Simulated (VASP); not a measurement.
Set up this calculation in VASP 6.6.1, as the native input.

```
Task                   : single point
Functional             : LDA
Potentials or basis    : VASP PAW LDA potentials, release 64 (Cs_sv)
Cutoff                 : 520 eV
k mesh                 : 8 × 8 × 8
Occupations            : fermi-dirac, width 0.1 eV
Spin                   : no spin polarisation
Dipole correction      : no
Further INCAR settings : ALGO = Normal; EDIFF = 1e-07; NBANDS = 10
```

The structure of Cs lies in POSCAR:

```
Cs
1.0
    4.5390863832      0.0000000000      0.0000000000
    0.0000000000      4.5390863832      0.0000000000
    0.0000000000      0.0000000000      4.5390863832
Cs
1
Direct
    0.0000000000      0.0000000000      0.0000000000
```

This isn't the form of Cs at room conditions, which is bcc.

These files were run (other wordings do the same):

INCAR

```
ALGO     = Normal         # electronic algorithm
EDIFF    = 1E-7           # SCF threshold, eV
ENCUT    = 520            # plane-wave cutoff, eV
ISIF     = 2              # what is computed and relaxed
ISMEAR   = -1             # smearing method
LASPH    = True           # aspherical terms in the spheres
LCHARG   = False          # write CHGCAR
LREAL    = False          # projectors in reciprocal space
LWAVE    = False          # write WAVECAR
NBANDS   = 10             # bands
NELM     = 60             # most SCF steps
PREC     = Accurate       # precision mode
SIGMA    = 0.1            # smearing width, eV
```

KPOINTS

```
k-points
0
Gamma
  8 8 8
```

Potentials or basis: VASP PAW LDA potentials, release 64 (Cs_sv).

Run with:

```bash
$ cat potpaw_LDA.64/Cs_sv/POTCAR > POTCAR
$ mpirun -np 1 vasp_std > vasp.out
```

It gave:

* Pressure: 0.2 GPa
* Band gap on the k mesh: zero (an odd number of electrons rules out a gap without spin polarisation)

Caveat: spin-orbit coupling is left out, which moves the levels of the heavy elements.

It took 8.9 s on 1 thread of AMD EPYC 9R45 96-Core Processor (Zen 5), on a shared host, peak memory 0.15 GiB.
